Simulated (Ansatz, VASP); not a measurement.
Two plane-wave programs on Ba8H

```
CELL_PARAMETERS angstrom
0.00000 6.36604 6.36604
6.36604 0.00000 6.36604
6.36604 6.36604 0.00000
ATOMIC_POSITIONS crystal
Ba 0.00000 0.00000 0.00000
Ba 0.00000 0.00000 0.50000
Ba 0.00000 0.50000 0.00000
Ba 0.00000 0.50000 0.50000
Ba 0.50000 0.00000 0.00000
Ba 0.50000 0.00000 0.50000
Ba 0.50000 0.50000 0.00000
Ba 0.50000 0.50000 0.50000
H 0.25000 0.25000 0.25000
```

Alike in both runs: task relaxation of cell and atoms; functional PBE; k mesh 4 × 4 × 4; occupations gaussian, width 0.1 eV; no spin polarisation.

```csv
,VASP,Ansatz
version,VASP 6.6.1,Ansatz 0.2.0
potentials or method,"VASP PAW PBE potentials, release 64 (Ba_sv, H), cutoff 600 eV","scalar-relativistic, plane waves, PAW"
valence electrons in the cell,81,81
```

Ansatz gave:

```
gap on the k mesh at the Fermi level, each at its own relaxed structure (eV) : none
relaxed volume (Å³/atom)                                                     : 54.52
relaxed cell length with the largest relative difference (Å)                 : 8.853
```

Estimate VASP's values.

gap on the k mesh at the Fermi level, each at its own relaxed structure (eV): none; relaxed volume (Å³/atom): 54.98; relaxed cell length with the largest relative difference (Å): 8.878.

A gap of «none» marks a metal or a gap that the smearing closes.

Spin-orbit coupling is off throughout.
